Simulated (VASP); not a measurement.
# SrO (Fm-3m) in VASP: a series of runs

The runs below take SrO through single point, with PBE, r2SCAN, HSE06.

All numbers are computed with VASP 6.6.1; they aren't measurements. Logs are shortened: lines on timing, memory, paths and dates and some standing lists are left out, and cuts for length are marked.

### 1 The cell of the first run

The structure is cubic, space group Fm-3m (No. 225). Conventional cell: a = 4.863 Å, b = 4.863 Å, c = 4.863 Å, α = 90.00°, β = 90.00°, γ = 90.00°. Within 3.2 Å of Sr (site symmetry m-3m) lie 6 O at 2.43 Å. O (site symmetry m-3m) has 6 Sr at 2.43 Å within 3.2 Å.

### 2 Single point, PBE (strain -5.8%)

INCAR reads:

```
ALGO = Normal
EDIFF = 1E-6
ENCUT = 520
GGA = PE
ISIF = 2
ISMEAR = -1
LASPH = True
LCHARG = False
LREAL = False
LWAVE = False
NBANDS = 15
NELM = 80
PREC = Accurate
SIGMA = 0.02
```

KPOINTS reads:

```
k-points
0
Gamma
  8 8 8
```

POSCAR reads:

```
SrO
1.0
    0.0000000000      2.4315488854      2.4315488854
    2.4315488854      0.0000000000      2.4315488854
    2.4315488854      2.4315488854      0.0000000000
Sr O
1 1
Direct
    0.5000000000      0.5000000000      0.5000000000
    0.0000000000      0.0000000000      0.0000000000
```

Potentials or basis: VASP PAW PBE potentials, release 64 (Sr_sv, O).

Launch:

```console
> cat potpaw_PBE.64/Sr_sv/POTCAR potpaw_PBE.64/O/POTCAR > POTCAR
> mpirun -np 1 vasp_std > vasp.out
```

OUTCAR:

```text
EDIFF = 1E-6
   ENCUT = 520
   GGA = PE
   ISIF = 2
   ISMEAR = -1
   LASPH = True
   LREAL = False
   NELM = 80
   PREC = Accurate

 ion  position               nearest neighbor table
   1  0.500  0.500  0.500-   2 2.43   2 2.43   2 2.43   2 2.43   2 2.43   2 2.43
   2  0.000  0.000  0.000-   1 2.43   1 2.43   1 2.43   1 2.43   1 2.43   1 2.43

  LATTYP: Found a face centered cubic cell.
 ALAT       =     4.8630977708

  Lattice vectors:

 A1 = (   0.0000000000,   2.4315488854,   2.4315488854)
 A2 = (   2.4315488854,   0.0000000000,   2.4315488854)
 A3 = (   2.4315488854,   2.4315488854,   0.0000000000)

Analysis of symmetry for initial positions (statically):
=====================================================================
 Subroutine PRICEL returns:
 Original cell was already a primitive cell.

 Routine SETGRP: Setting up the symmetry group for a
 face centered cubic supercell.

 Subroutine GETGRP returns: Found 48 space group operations
 (whereof 48 operations were pure point group operations)
 out of a pool of 48 trial point group operations.

The static configuration has the point symmetry O_h .

Analysis of symmetry for dynamics (positions and initial velocities):
=====================================================================
 Subroutine PRICEL returns:
 Original cell was already a primitive cell.

 Routine SETGRP: Setting up the symmetry group for a
 face centered cubic supercell.

 Subroutine GETGRP returns: Found 48 space group operations
 (whereof 48 operations were pure point group operations)
 out of a pool of 48 trial point group operations.

The dynamic configuration has the point symmetry O_h .

 Subroutine INISYM returns: Found 48 space group operations
 (whereof 48 operations are pure point group operations),
 and found     1 'primitive' translations

----------------------------------------------------------------------------------------

                                     Primitive cell

  volume of cell :      28.7527

  direct lattice vectors                    reciprocal lattice vectors
     0.000000000  2.431548885  2.431548885    -0.205630248  0.205630248  0.205630248
     2.431548885  0.000000000  2.431548885     0.205630248 -0.205630248  0.205630248
     2.431548885  2.431548885  0.000000000     0.205630248  0.205630248 -0.205630248

  length of vectors
     3.438729411  3.438729411  3.438729411     0.356162037  0.356162037  0.356162037

  position of ions in fractional coordinates (direct lattice)
     0.500000000  0.500000000  0.500000000
     0.000000000  0.000000000  0.000000000

  ion indices of the primitive-cell ions
   primitive index   ion index
                 1           1
                 2           2

----------------------------------------------------------------------------------------

 KPOINTS: k-points

Automatic generation of k-mesh.
 Grid dimensions read from file:
 generate k-points for:    8    8    8

 Generating k-lattice:

  Cartesian coordinates                     Fractional coordinates (reciprocal lattice)
    -0.025703781  0.025703781  0.025703781     0.125000000  0.000000000  0.000000000
     0.025703781 -0.025703781  0.025703781     0.000000000  0.125000000  0.000000000
     0.025703781  0.025703781 -0.025703781     0.000000000  0.000000000  0.125000000

  Length of vectors
     0.044520255  0.044520255  0.044520255

  Shift w.r.t. Gamma in fractional coordinates (k-lattice)
     0.000000000  0.000000000  0.000000000

 Subroutine IBZKPT returns following result:
 ===========================================

 Found     29 irreducible k-points:

 Following reciprocal coordinates:
            Coordinates               Weight
  0.000000  0.000000  0.000000      1.000000
  0.125000  0.000000  0.000000      8.000000
  0.250000  0.000000  0.000000      8.000000
  0.375000  0.000000  0.000000      8.000000
  0.500000  0.000000  0.000000      4.000000
  0.125000  0.125000  0.000000      6.000000
[... 16 lines left out ...]
  0.500000  0.250000  0.125000     48.000000
 -0.375000  0.250000  0.125000     24.000000
 [... further k-points ...]
   k-points           NKPTS =     29   k-points in BZ     NKDIM =     29   number of bands    NBANDS=     15
   number of dos      NEDOS =    301   number of ions     NIONS =      2
   total plane-waves  NPLWV =  21952
   dimension x,y,z NGX =    28 NGY =   28 NGZ =   28
   dimension x,y,z NGXF=    56 NGYF=   56 NGZF=   56
   ions per type =               1   1
   NGX,Y,Z   is equivalent  to a cutoff of  13.54, 13.54, 13.54 a.u.
   NGXF,Y,Z  is equivalent  to a cutoff of  27.07, 27.07, 27.07 a.u.
 SYSTEM =  unknown system
   PREC   = accura    normal or accurate (medium, high low for compatibility)
   ISTART =      0    job   : 0-new  1-cont  2-samecut
   ICHARG =      2    charge: 1-file 2-atom 10-const
   ISPIN  =      1    spin polarized calculation?
   LNONCOLLINEAR =      F non collinear calculations
   LSORBIT =      F    spin-orbit coupling
   LASPH  =      T    aspherical Exc in radial PAW
   ENCUT  =  520.0 eV  38.22 Ry    6.18 a.u.   6.39  6.39  6.39*2*pi/ulx,y,z
   NELM   =     80;   NELMIN=  2; NELMDL= -5     # of ELM steps
   EDIFF  = 0.1E-05   stopping-criterion for ELM
   LREAL  =      F    real-space projection
[... 7 lines left out ...]
   TEBEG  =    0.0;   TEEND  =   0.0 temperature during run
   PSTRESS=    0.0 pullay stress
   NELECT =      16.0000    total number of electrons
   NUPDOWN=      -1.0000    fix difference up-down
   EMIN   =  10.00;   EMAX   =-10.00  energy-range for DOS
   EFERMI =   0.00;   METHOD = LEGACY
   ISMEAR =    -1;   SIGMA  =   0.02  broadening in eV -4-tet -1-fermi 0-gaus
   EFERMI_NEDOS =   21; number of points for ismear=-14 and -15
   IALGO  =     38    algorithm
   IMIX   =      4    mixing-type and parameters
     AMIX     =   0.40;   BMIX     =  1.00
     AMIX_MAG =   1.60;   BMIX_MAG =  1.00
  volume/ion in A,a.u.               =      14.38        97.02
  Fermi-wavevector in a.u.,A,eV,Ry     =   1.346548  2.544607 24.669966  1.813191
  Thomas-Fermi vector in A             =   2.474371
   LORBIT       =      0    0 simple, 1 ext, 2 COOP (PROOUT), +10 PAW based schemes
   GGA     = PE    functional components
   LHFCALC =     F    Hartree Fock is set to
   AEXX    =    0.0000 exact exchange contribution
   IVDW    =     0    specifies the selected vdW correction
   LEPSILON=     F    determine dielectric tensor
   LRPA    =     F    only Hartree local field effects (RPA)
 non-spin polarized calculation
  energy-cutoff  :      520.00
  volume of cell :       28.75
 maximum number of plane-waves:       785
 NGX is ok and might be reduce to    28
   NGX = 13   NGY = 13   NGZ = 13

 number of electron      16.0000001 magnetization

 Free energy of the ion-electron system (eV)
  ---------------------------------------------------
  ext. energy  EPLUGINS =         0.00000000
  ---------------------------------------------------
  free energy    TOTEN  =       -11.58946601 eV

  energy without entropy =      -11.58946601  energy(sigma->0) =      -11.58946601

 E-fermi :   3.0653     XC(G=0): -10.8455

 val. band max:        2.6127758178   @ k =   0.5000   0.5000   0.0000
 cond. band min:       5.6347091262   @ k =   0.5000   0.5000   0.0000
 fundamental gap:      3.0219333084
 Fermi energy:         3.0653195239

 k-point     1 :       0.0000    0.0000    0.0000
  band No.  band energies     occupation
      1     -29.3500      2.00000
      2     -12.7492      2.00000
      3     -10.7429      2.00000
      4     -10.7429      2.00000
      5     -10.7429      2.00000
      6       2.5448      2.00000
      7       2.5448      2.00000
      8       2.5448      2.00000
      9       7.8549      0.00000
     10       9.0788      0.00000
     11       9.0788      0.00000
     12       9.0788      0.00000
     13      11.6537      0.00000
     14      11.6537      0.00000
     15      16.0558      0.00000

 k-point     2 :       0.1250    0.0000    0.0000
  band No.  band energies     occupation
      1     -29.3094      2.00000
      2     -13.1624      2.00000
      3     -10.7601      2.00000
      4     -10.7601      2.00000
      5     -10.4209      2.00000
      6       2.0481      2.00000
      7       2.2738      2.00000
      8       2.2738      2.00000
      9       8.6093      0.00000
     10       8.9288      0.00000
     11       9.4481      0.00000
     12       9.4481      0.00000
     13      12.1927      0.00000
     14      12.1927      0.00000
     15      17.2424      0.00000

 k-point     3 :       0.2500    0.0000    0.0000
  band No.  band energies     occupation
      1     -29.2094      2.00000
      2     -13.8981      2.00000
      3     -10.8007      2.00000
      4     -10.8007      2.00000
      5      -9.9057      2.00000
      6       1.0972      2.00000
      7       1.7018      2.00000
      8       1.7018      2.00000
      9       8.9682      0.00000
     10      10.2655      0.00000
     11      10.4589      0.00000
     12      10.4589      0.00000
     13      13.5135      0.00000
     14      13.5135      0.00000
     15      19.7405      0.00000
[... 343 lines left out ...]
 k-point    23 :       0.5000    0.2500    0.1250
  band No.  band energies     occupation
      1     -29.0552      2.00000
      2     -14.1929      2.00000
      3     -11.3612      2.00000
      4     -11.0353      2.00000
      5      -9.9335      2.00000
      6       0.8230      2.00000
      7       1.3609      2.00000
      8       2.0478      2.00000
      9       8.4394      0.00000
     10      10.7821      0.00000
     11      12.5729      0.00000
     12      12.7336      0.00000
     13      15.1304      0.00000
     14      16.3053      0.00000
     15      18.9436      0.00000

 k-point    24 :      -0.3750    0.2500    0.1250
  band No.  band energies     occupation
      1     -29.0208      2.00000
      2     -14.2925      2.00000
      3     -11.3954      2.00000
      4     -11.1380      2.00000
      5      -9.9019      2.00000
      6       0.7455      2.00000
      7       1.5401      2.00000
      8       1.6942      2.00000
      9       9.5142      0.00000
     10       9.9321      0.00000
     11      13.1124      0.00000
     12      13.3425      0.00000
     13      15.7542      0.00000
     14      17.2846      0.00000
     15      18.0761      0.00000

 [... further k-points ...]
[... 5 lines left out ...]
  --------------------------------------------------------------------------------------
  -------------------------------------------------------------------------------------
  Total        4.9180173      4.9180173      4.9180173      0.0000000      0.0000000      0.0000000
  in kB      274.0448380    274.0448380    274.0448380      0.0000000      0.0000000      0.0000000
  external PRESSURE =     274.0448380 kB  Pullay stress =       0.0000000 kB

 VOLUME and BASIS-vectors are now :
 -----------------------------------------------------------------------------
  energy-cutoff  :      520.00
  volume of cell :       28.75
      direct lattice vectors                 reciprocal lattice vectors
     0.000000000  2.431548885  2.431548885    -0.205630248  0.205630248  0.205630248
     2.431548885  0.000000000  2.431548885     0.205630248 -0.205630248  0.205630248
     2.431548885  2.431548885  0.000000000     0.205630248  0.205630248 -0.205630248

 POSITION                                       TOTAL-FORCE (eV/Angst)
 -----------------------------------------------------------------------------------
      2.43155      2.43155      2.43155         0.000000     -0.000000      0.000000
      0.00000      0.00000      0.00000         0.000000      0.000000     -0.000000
 -----------------------------------------------------------------------------------
    total drift:                                0.000000      0.000000      0.000000

  FREE ENERGIE OF THE ION-ELECTRON SYSTEM (eV)
  ---------------------------------------------------
  free  energy   TOTEN  =       -11.5894660095 eV

  energy  without entropy=      -11.5894660095  energy(sigma->0) =      -11.58946601
```

Run time: 14 s. Hardware: 1 thread of Intel Xeon Platinum 8488C (Sapphire Rapids), shared host; peak memory 0.16 GiB.

What came out:

- Free energy: -11.5895 eV
- Pressure: 27.4 GPa
- Band gap on the k mesh: 3.02 eV, direct

Caveat: the cell differs from its parent crystal (strain -5.8%). A k mesh can miss the band edges.

### 3 Single point, r2SCAN (strain -5.8%)

POSCAR is that of step 2.

INCAR.step1 reads:

```
  PREC = Accurate
  ENCUT = 520
  ISMEAR = 0
  SIGMA = 0.01
  LREAL = F
  LASPH = T
  NELM = 100
  NBANDS = 15
  GGA = PE
  ALGO = Normal
  EDIFF = 1E-4
  LWAVE = T
  LCHARG = F
```

INCAR.step2 reads:

```
  PREC = Accurate
  ENCUT = 520
  EDIFF = 1E-6
  ISMEAR = 0
  SIGMA = 0.01
  LREAL = F
  LASPH = T
  NELM = 100
  ALGO = Normal
  ISIF = 2
  LWAVE = F
  LCHARG = F
  METAGGA = R2SCAN
  LMIXTAU = T
  NBANDS = 15
  ISTART = 1
```

KPOINTS reads:

```
Automatic mesh
0
Gamma
  8 8 8
```

Potentials or basis: VASP PAW PBE potentials, release 64 (Sr_sv, O).

Launch:

```console
> cat potpaw_PBE.64/Sr_sv/POTCAR potpaw_PBE.64/O/POTCAR > POTCAR
> cp INCAR.step1 INCAR
> mpirun -np 1 vasp_std > vasp.out
> cp INCAR.step2 INCAR
> mpirun -np 1 vasp_std > vasp.out
```

Wall time 52 s (1 thread of Intel Xeon Platinum 8488C (Sapphire Rapids), shared host); peak memory 0.17 GiB.

The run converged. Its results:

```
Free energy            : -26.6551 eV
Pressure               : 26.0 GPa
Band gap on the k mesh : 3.50 eV, direct
```

Levels at points of the mesh, in eV from the valence-band top:
| k point | band 6 | band 7 | band 8 | band 9 | band 10 | band 11 |
| --- | --- | --- | --- | --- | --- | --- |
| (0.00, 0.00, 0.00) | -0.08 | -0.08 | -0.08 | 5.98 | 7.04 | 7.04 |
| (0.50, 0.00, 0.00) | -2.53 | -1.59 | -1.59 | 7.79 | 10.41 | 10.41 |
| (0.50, 0.50, 0.00) | -0.10 | 0.00 | 0.00 | 3.50 | 9.85 | 11.99 |

Caveat: the cell differs from its parent crystal (strain -5.8%); the PAW data sets were made with another functional, which shifts forces and pressure a little.

### 4 Single point, HSE06 (strain -5.8%)

POSCAR is that of step 3.

INCAR.step1 reads:

```
SYSTEM = SrO
  PREC = Accurate
  ENCUT = 520
  EDIFF = 1E-5
  ISMEAR = 0
  SIGMA = 0.01
  LREAL = .False.
  LASPH = .True.
  NELM = 100
  ALGO = Normal
  ISIF = 2
  LWAVE = .True.
  GGA = PE
  NBANDS = 15
```

INCAR.step2 reads:

```
SYSTEM = SrO
  PREC = Accurate
  ENCUT = 520
  EDIFF = 1E-6
  ISMEAR = 0
  SIGMA = 0.01
  LREAL = .False.
  LASPH = .True.
  NELM = 100
  ALGO = Normal
  ISIF = 2
  LWAVE = .False.
  LCHARG = .True.
  GGA = PE
  LHFCALC = .True.
  HFSCREEN = 0.2079
  PRECFOCK = Normal
  LELF = .True.
  LVHAR = .True.
  ISTART = 1
  NBANDS = 15
```

KPOINTS reads:

```
regular mesh
0
Gamma
  6 6 6
  0 0 0
```

Launch:

```console
> cat potpaw_PBE.64/Sr_sv/POTCAR potpaw_PBE.64/O/POTCAR > POTCAR
> cp INCAR.step1 INCAR
> mpirun -np 1 vasp_std > vasp.out
> cp INCAR.step2 INCAR
> mpirun -np 1 vasp_std > vasp.out
```

Run time: 17 min. Hardware: 1 thread of Intel Xeon Platinum 8488C (Sapphire Rapids), shared host; peak memory 0.27 GiB.

The run converged. Its results:

- Free energy: -13.8052 eV
- Pressure: 25.0 GPa
- Band gap on the k mesh: 4.54 eV, direct

Levels at points of the mesh, in eV from the valence-band top:
| k point | band 4 | band 5 | band 6 | band 7 | band 8 | band 9 | band 10 | band 11 | band 12 | band 13 |
| --- | --- | --- | --- | --- | --- | --- | --- | --- | --- | --- |
| (0.00, 0.00, 0.00) | -13.96 | -13.96 | -0.07 | -0.07 | -0.07 | 6.83 | 8.18 | 8.18 | 8.18 | 10.84 |
| (0.50, 0.00, 0.00) | -14.07 | -12.78 | -2.70 | -1.68 | -1.68 | 9.00 | 11.43 | 11.71 | 11.71 | 15.72 |
| (0.50, 0.50, 0.00) | -14.62 | -14.62 | -0.13 | 0.00 | 0.00 | 4.54 | 10.96 | 13.17 | 13.80 | 14.50 |

Caveat: the cell differs from its parent crystal (strain -5.8%); the PAW data sets were made with another functional, which shifts forces and pressure a little.

### 5 Overview

| level | k mesh | smearing | grid for exact exchange (PRECFOCK) | screening parameter | gap on the mesh (eV) | pressure (GPa) |
| --- | --- | --- | --- | --- | --- | --- |
| PBE | 8 × 8 × 8 | fermi-dirac 0.02 eV | - | - | 3.02 | 27.4 |
| r2SCAN | 8 × 8 × 8 | gaussian 0.01 eV | - | - | 3.50 | 26.0 |
| HSE06 | 6 × 6 × 6 | gaussian 0.01 eV | Normal | 0.2079 1/Å | 4.54 | 25.0 |

Alike in all rows: task single point; potentials or basis VASP PAW PBE potentials, release 64 (Sr_sv, O); no spin polarisation; cell as given; cutoff (eV) 520.

Caveats: the PAW data sets were made with another functional, which shifts forces and pressure a little (some runs).

Total energies depend on the potentials used, so only differences within one code and one set of settings carry meaning.
